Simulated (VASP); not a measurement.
Runs of VASP 6.6.1 on ZrPbO3. The structure is that of space group P4/mmm (No. 123), or close to it. The cells are those of the table. 

```csv
cell,gap on the mesh (eV),pressure (GPa)
"a = 3.750, b = 3.750, c = 5.302 Å, 5 atoms",0.80,16.2
"a = 4.725, b = 4.725, c = 3.340 Å, 5 atoms",none,21.6
"a = 3.961, b = 3.961, c = 4.753 Å, 5 atoms",(a),(b)
"a = 4.443, b = 4.443, c = 3.777 Å, 5 atoms",1.18,-3.8
"a = 3.856, b = 3.856, c = 5.013 Å, 5 atoms",1.14,4.9
```

Alike in all rows: task single point; level LDA; potentials or basis VASP PAW LDA potentials, release 64 (Zr_sv, Pb_d, O); no spin polarisation; k mesh 8 × 8 × 8; cutoff (eV) 520; smearing gaussian 0.05 eV.

Task: Estimate the missing entries.

Result: (a) 1.47; (b) -3.1.

Caveats: spin-orbit coupling is left out, which moves the levels of the heavy elements.

A k mesh can miss the band edges, and the runs leave out spin-orbit coupling on Pb, Zr.

A gap of «none» marks levels without a gap at the run's occupations.
